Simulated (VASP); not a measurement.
# Ta: relaxation of cell and atoms with LDA

Ta:

```xyz
1
Lattice="-1.6264 1.6264 1.6264 1.6264 -1.6264 1.6264 1.6264 1.6264 -1.6264" Properties=species:S:1:pos:R:3 pbc="T T T"
Ta    0.0000    0.0000    0.0000
```

- Program: VASP 6.6.1
- Task: relaxation of cell and atoms
- Functional: LDA
- Potentials or basis: VASP PAW LDA potentials, release 64 (Ta_pv)
- Cutoff: 600 eV
- k mesh: 18 × 18 × 18
- Occupations: fermi-dirac, width 0.15 eV
- Spin: no spin polarisation
- Dipole correction: no
- Further INCAR settings: ALGO = Fast; EDIFF = 1e-06; IBRION = 2; EDIFFG = -0.001; NSW = 80; ISIF = 3

The relaxed volume is 17.32 Å³/atom, the relaxed cell is a = 2.823 Å, b = 2.823 Å, c = 2.823 Å, α = 109.47°, β = 109.47°, γ = 109.47° and the space group after relaxing (to 0.05 Å) is Im-3m (No. 229). The energy gained by relaxing is 0.5 meV/atom and the ionic steps are 8. The pressure after relaxing is 0.0 GPa.

The path:
```tsv
step	energy change (eV)	largest force (eV/Å)	pressure (GPa)	volume (Å³)
1	0.0000	0.0000	1.40	17.21
2	0.0023	0.0000	-3.27	17.58
3	-0.0005	0.0000	0.08	17.32
4	-0.0004	0.0000	-0.08	17.32
5	-0.0005	0.0000	-0.07	17.32
6	-0.0004	0.0000	0.10	17.30
7	-0.0005	0.0000	0.05	17.31
8	-0.0005	0.0000	0.00	17.32
```

Final structure:
```cif
data_structure
_symmetry_space_group_name_H-M 'P 1'
_symmetry_Int_Tables_number 1
_cell_length_a 2.8228
_cell_length_b 2.8228
_cell_length_c 2.8228
_cell_angle_alpha 109.471
_cell_angle_beta 109.471
_cell_angle_gamma 109.471
_cell_volume 17.32
loop_
_atom_site_label
_atom_site_type_symbol
_atom_site_fract_x
_atom_site_fract_y
_atom_site_fract_z
_atom_site_occupancy
Ta1 Ta 0.00000 0.00000 0.00000 1
```

Levels at points of the mesh, in eV from the Fermi level:
```csv
k point,band 2,band 3,band 4,band 5,band 6,band 7,band 8,band 9
"(0.00, 0.00, 0.00)",-32.77,-32.77,-8.02,0.64,0.64,0.64,4.04,4.04
"(0.50, 0.00, 0.00)",-33.21,-32.78,-4.58,-1.74,1.90,3.95,5.01,8.11
"(0.50, 0.50, 0.50)",-33.71,-33.71,-4.09,-4.09,7.08,7.08,7.08,9.09
```

It took 84 s on 1 thread of Intel(R) Xeon(R) Platinum 8259CL CPU @ 2.50GHz (Skylake/Cascade Lake), on a shared host, peak memory 0.17 GiB.

Caveat: spin-orbit coupling is left out, which moves the levels of the heavy elements.
